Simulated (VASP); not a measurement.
Write the native input for VASP 6.6.1 that does the following.

- Task: single point
- Functional: PBE
- Potentials or basis: VASP PAW PBE potentials, release 64 (Yb)
- Cutoff: 520 eV
- k mesh: 13 × 13 × 13
- Occupations: fermi-dirac, width 0.05 eV
- Spin: no spin polarisation
- Dipole correction: no
- Further INCAR settings: ALGO = Normal; EDIFF = 1e-06; NBANDS = 18

The structure of Yb lies in POSCAR:

```
Yb
1.0
    0.0000000000      2.6185311192      2.6185311192
    2.6185311192      0.0000000000      2.6185311192
    2.6185311192      2.6185311192      0.0000000000
Yb
1
Direct
    0.0000000000      0.0000000000      0.0000000000
```

These files were run (other wordings do the same):

INCAR

```
PREC = Accurate
ENCUT = 520
EDIFF = 1E-6
ISMEAR = -1
SIGMA = 0.05
LREAL = F
LASPH = T
NELM = 80
ALGO = Normal
ISIF = 2
LWAVE = F
LCHARG = F
GGA = PE
NBANDS = 18
```

KPOINTS

```
regular mesh
0
Gamma
  13 13 13
```

Potentials or basis: VASP PAW PBE potentials, release 64 (Yb).

Launch:

```bash
$ cat potpaw_PBE.64/Yb/POTCAR > POTCAR
$ mpirun -np 1 vasp_std > vasp.out
```

It gave:

```yaml
Pressure: -0.1 GPa
Band_gap_on_the_k_mesh: 0.03 eV, indirect (least direct gap 0.16 eV)
```

Caveat: spin-orbit coupling is left out, which moves the levels of the heavy elements.

Run time: 74 s on 1 thread of AMD EPYC 9R45 96-Core Processor (Zen 5), on a shared host, peak memory 0.18 GiB.
